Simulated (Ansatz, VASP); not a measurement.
**Two plane-wave programs on Ag**

```xyz
1
Lattice="0.0000 2.0256 2.0256 2.0256 0.0000 2.0256 2.0256 2.0256 0.0000" Properties=species:S:1:pos:R:3 pbc="T T T"
Ag    0.0000    0.0000    0.0000
```

Alike in both runs: task single point; functional PBE; k mesh 11 × 11 × 11; occupations fermi-dirac, width 0.1 eV; no spin polarisation.

|  | VASP | Ansatz |
| --- | --- | --- |
| version | VASP 6.6.1 | Ansatz 0.2.0 |
| potentials or method | VASP PAW PBE potentials, release 64 (Ag), cutoff 520 eV | plane waves, PAW |
| valence electrons in the cell | 11 | 19 |

|  | VASP | Ansatz | Ansatz less VASP |
| --- | --- | --- | --- |
| pressure (GPa) | 7.5 | 7.7 | +0.20 |

VASP's potentials hold 11 valence electrons a cell and Ansatz's 19, so a difference there can come from the potentials and not from the codes.
